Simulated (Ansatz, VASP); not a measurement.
## HfN: VASP beside Ansatz

```
Hf N
1.0
     0.00000    2.45482    2.45482
     2.45482    0.00000    2.45482
     2.45482    2.45482    0.00000
Hf N
1 1
Direct
  0.00000 0.00000 0.00000
  0.25000 0.25000 0.25000
```

Alike in both runs: functional PBEsol; k mesh 9 × 9 × 9; occupations fermi-dirac, width 0.05 eV; no spin polarisation; Hubbard terms Hf d U = 4.0 eV.

|  | VASP | Ansatz |
| --- | --- | --- |
| version | VASP 6.6.1 | Ansatz 0.2.0 |
| potentials or method | VASP PAW PBE potentials, release 64 (Hf_pv, N), cutoff 520 eV | all-electron LAPW, scalar-relativistic |
| task | single point | density of states |

|  | VASP | Ansatz | Ansatz less VASP |
| --- | --- | --- | --- |
| gap on the k mesh at the Fermi level (eV) | none | none | - |
| pressure (GPa) | 5.9 | 0.6 | -5.25 |

VASP's potentials were made for PBE, not for PBEsol. The programs project onto different local orbitals, so the same U acts differently, and such runs can settle in different states. A gap of «none» marks a metal or a gap that the smearing closes. Ansatz ran all-electron here, and VASP with PAW potentials.

Neither program's run includes spin-orbit coupling. Noted on Ansatz's run: U is the effective U less J, on atomic orbitals that reach past the spheres.
